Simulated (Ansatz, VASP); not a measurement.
**InAs in VASP and in Ansatz**

The input INCAR:

```
PREC = Accurate
ENCUT = 520
EDIFF = 1E-6
ISMEAR = -1
SIGMA = 0.02
LREAL = F
LASPH = T
NELM = 80
ALGO = Normal
ISIF = 2
LWAVE = F
LCHARG = F
GGA = PE
NBANDS = 16
```

Contents of KPOINTS:

```
regular mesh
0
Gamma
  8 8 8
```

File POSCAR:

```
InAs
1.0
    0.0000000000      2.9629527589      2.9629527589
    2.9629527589      0.0000000000      2.9629527589
    2.9629527589      2.9629527589      0.0000000000
In As
1 1
Direct
    0.0000000000      0.0000000000      0.0000000000
    0.2500000000      0.2500000000      0.2500000000
```

Input for Ansatz:

```yaml
crystal:
  lattice:
    - [0.0, 2.9629527589, 2.9629527589]
    - [2.9629527589, 0.0, 2.9629527589]
    - [2.9629527589, 2.9629527589, 0.0]
  atoms:
    - { symbol: In, position: [0.0, 0.0, 0.0] }
    - { symbol: As, position: [0.25, 0.25, 0.25] }
kpoints:
  mp_grid: { grid: [8, 8, 8] }
  band_path:
    path:
      - [0.0, 0.0, 0.0]
      - [-0.5, -0.5, 0.0]
      - [-0.375, -0.375, 0.25]
      - [-0.375, 0.0, 0.375]
      - [0.0, 0.0, 0.5]
      - [-0.5, -0.25, 0.25]
    npoints: 1
hamiltonian:
  xc: pbe
scf:
  occupations: { method: fermi_dirac, width: 0.02 }
  n_extra_bands: 4
output:
  forces: true
  stress: true
  eigenvalues: true
```

Change from the starting cell: hydrostatic strain -3.0%.

Alike in both runs: task single point; functional PBE; k mesh 8 × 8 × 8; occupations fermi-dirac, width 0.02 eV; no spin polarisation.

|  | VASP | Ansatz |
| --- | --- | --- |
| version | VASP 6.6.1 | Ansatz 0.2.0 |
| potentials or method | VASP PAW PBE potentials, release 64 (In_d, As) | plane waves, PAW |
| plane-wave cutoff (eV) | 520 | 420 |
| valence electrons in the cell | 18 | 28 |

Ansatz gave:

```
pressure (GPa) : 8.5
```

Q: Which values does VASP return?

A: Pressure (GPa): 8.6.

The functional is the same, so the differences come from potentials, cutoffs and numerics. VASP's potentials hold 18 valence electrons a cell and Ansatz's 28, so a difference there can come from the potentials and not from the codes.
